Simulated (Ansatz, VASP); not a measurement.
# One calculation of PbF2, two programs

INCAR

```
PREC = Accurate
ENCUT = 520
EDIFF = 1E-6
ISMEAR = 0
SIGMA = 0.05
LREAL = F
LASPH = T
NELM = 80
ALGO = Normal
ISIF = 2
LWAVE = F
LCHARG = T
GGA = PE
LELF = T
LVHAR = T
NBANDS = 21
```

KPOINTS

```
regular mesh
0
Gamma
  8 8 8
```

The input POSCAR:

```
PbF2
1.0
    0.0000000000      2.9698500000      2.9698500000
    2.9698500000      0.0000000000      2.9698500000
    2.9698500000      2.9698500000      0.0000000000
Pb F
1 2
Direct
    0.1458028863     -0.0486009621     -0.0486009621
    0.2500000000      0.2500000000      0.2500000000
    0.7500000000      0.7500000000      0.7500000000
```

Input for Ansatz:

```yaml
crystal:
  lattice:
    - [0.0, 2.96985, 2.96985]
    - [2.96985, 0.0, 2.96985]
    - [2.96985, 2.96985, 0.0]
  atoms:
    - { symbol: Pb, position: [0.1458028863, -0.0486009621, -0.0486009621] }
    - { symbol: F, position: [0.25, 0.25, 0.25] }
    - { symbol: F, position: [0.75, 0.75, 0.75] }
basis:
  ecutwfc: 420
kpoints:
  mp_grid: { grid: [8, 8, 8] }
hamiltonian:
  xc: pbe
scf:
  occupations: { method: gaussian, width: 0.05 }
output:
  forces: true
  stress: true
  eigenvalues: true
```

Change from the starting cell: all Pb atoms moved -0.500 Å, as atom 1 towards its neighbour atom 2 (F) at 2.572 Å.

Alike in both runs: task single point; functional PBE; k mesh 8 × 8 × 8; occupations gaussian, width 0.05 eV; no spin polarisation.

|  | VASP | Ansatz |
| --- | --- | --- |
| version | VASP 6.6.1 | Ansatz 0.2.0 |
| potentials or method | VASP PAW PBE potentials, release 64 (Pb_d, F), cutoff 520 eV | scalar-relativistic, plane waves, PAW |
| valence electrons in the cell | 28 | 28 |

VASP gave:

- gap on the k mesh at the Fermi level (eV): 4.50
- least direct gap on the mesh (eV): 4.76
- pressure (GPa): 9.1
- traceless stress, the component that is largest in VASP (GPa): -4.32
- rms of the force components (eV/Å): 1.133

Which values does Ansatz return?

gap on the k mesh at the Fermi level (eV): 4.50; least direct gap on the mesh (eV): 4.76; pressure (GPa): 9.2; traceless stress, the component that is largest in VASP (GPa): -4.17; rms of the force components (eV/Å): 1.096.

Atom by atom the forces differ by 0.037 eV/Å (rms over components). With one functional, cell and mesh, what is left measures potentials, basis and numerics.

Spin-orbit coupling is off throughout.
